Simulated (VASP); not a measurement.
Here is a VASP 6.6.1 calculation.

The input INCAR:

```
SYSTEM = Sc2AlN3
  PREC = Accurate
  ENCUT = 520
  EDIFF = 1E-7
  ISMEAR = 0
  SIGMA = 0.1
  LREAL = .False.
  LASPH = .True.
  NELM = 80
  ALGO = Normal
  ISIF = 2
  LWAVE = .False.
  LCHARG = .False.
  GGA = PE
  NBANDS = 29
```

The input KPOINTS:

```
Automatic mesh
0
Gamma
  6 6 4
  0 0 0
```

File POSCAR:

```
Sc2AlN3
1.0
    3.1026959965      0.0000000000      0.0000000000
   -1.5513479982      2.6870135532      0.0000000000
    0.0000000000      0.0000000000      7.5443128919
Sc Al N
2 1 3
Direct
    0.3333333333      0.6666666667      0.3248890190
    0.6666666667      0.3333333333      0.6751109810
    0.0000000000      0.0000000000      0.0000000000
    0.3333333333      0.6666666667      0.8495644972
    0.6666666667      0.3333333333      0.1504355028
    0.0000000000      0.0000000000      0.5000000000
```

Potentials or basis: VASP PAW PBE potentials, release 64 (Sc_sv, Al, N).

Command:

```sh
$ cat potpaw_PBE.64/Sc_sv/POTCAR potpaw_PBE.64/Al/POTCAR potpaw_PBE.64/N/POTCAR > POTCAR
$ mpirun -np 1 vasp_std > vasp.out
```

Problem. Predict the largest force.

Solution. 0.073 eV/Å.

Problem. What does it give for the pressure?

Solution. 0.7 GPa.

Forces in eV/Å, atoms in the order of the input:
```
Sc   0.000  0.000  0.009
Sc   0.000  0.000 -0.009
Al   0.000  0.000  0.000
N    0.000  0.000  0.073
N    0.000  0.000 -0.073
N    0.000  0.000  0.000
```
